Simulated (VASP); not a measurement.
Set up this calculation in VASP 6.6.1, as the native input.

```
Task                   : relaxation of cell and atoms
Functional             : PBE
Potentials or basis    : VASP PAW PBE potentials, release 64 (Y_sv, Si, O)
Cutoff                 : 600 eV
k mesh                 : 6 × 6 × 4
Occupations            : gaussian, width 0.1 eV
Spin                   : no spin polarisation
Dipole correction      : no
Further INCAR settings : ALGO = Normal; EDIFF = 1e-06; IBRION = 2; EDIFFG = -0.04; NSW = 90; ISIF = 3
```

The structure of Y2Si3O lies in POSCAR:

```
Y2Si3O
1.0
    5.0487230700      0.0000000000      0.0000000000
   -2.5243615400      4.3723224400      0.0000000000
    0.0000000000      0.0000000000      5.1061805200
Y Si O
2 3 1
Direct
    0.3333333300      0.6666666700      0.5000000000
    0.6666666700      0.3333333300      0.5000000000
    0.5000000000      0.0000000000      0.0000000000
    0.0000000000      0.5000000000      0.0000000000
    0.5000000000      0.5000000000      0.0000000000
    0.0000000000      0.0000000000      0.0000000000
```

These files were run (other wordings do the same):

INCAR

```
SYSTEM = Y2Si3O
PREC = Accurate ; ENCUT = 600
EDIFF = 1E-6 ; ISMEAR = 0
SIGMA = 0.1 ; LREAL = .False.
LASPH = .True. ; NELM = 100
ALGO = Normal ; ISIF = 3
LWAVE = .False. ; LCHARG = .False.
GGA = PE ; IBRION = 2
NSW = 90 ; EDIFFG = -0.04
```

KPOINTS

```
Automatic mesh
0
Gamma
  6 6 4
  0 0 0
```

Potentials or basis: VASP PAW PBE potentials, release 64 (Y_sv, Si, O).

Launch:

```bash
$ cat potpaw_PBE.64/Y_sv/POTCAR potpaw_PBE.64/Si/POTCAR potpaw_PBE.64/O/POTCAR > POTCAR
$ mpirun -np 1 vasp_std > vasp.out
```

Results of the run:

| Quantity | Value |
| --- | --- |
| Relaxed volume | 22.02 Å³/atom |
| Relaxed cell | a = 5.615 Å, b = 5.615 Å, c = 4.840 Å, α = 90.00°, β = 90.00°, γ = 120.00° |
| Space group after relaxing (to 0.05 Å) | P6/mmm (No. 191) |
| Energy gained by relaxing | 147.4 meV/atom |
| Ionic steps | 6 |
| Pressure after relaxing | 0.0 GPa |
| Band gap on the k mesh | zero (band 20 reaches 4.54 eV, above the bottom of band 21 at 3.55 eV) |

Caveat: the volume moved by over 15 % at a fixed basis, so the end points are rough.

Wall time 4.5 min on 1 thread of Intel(R) Xeon(R) Platinum 8488C (Sapphire Rapids), with other jobs on the host, peak memory 0.31 GiB.
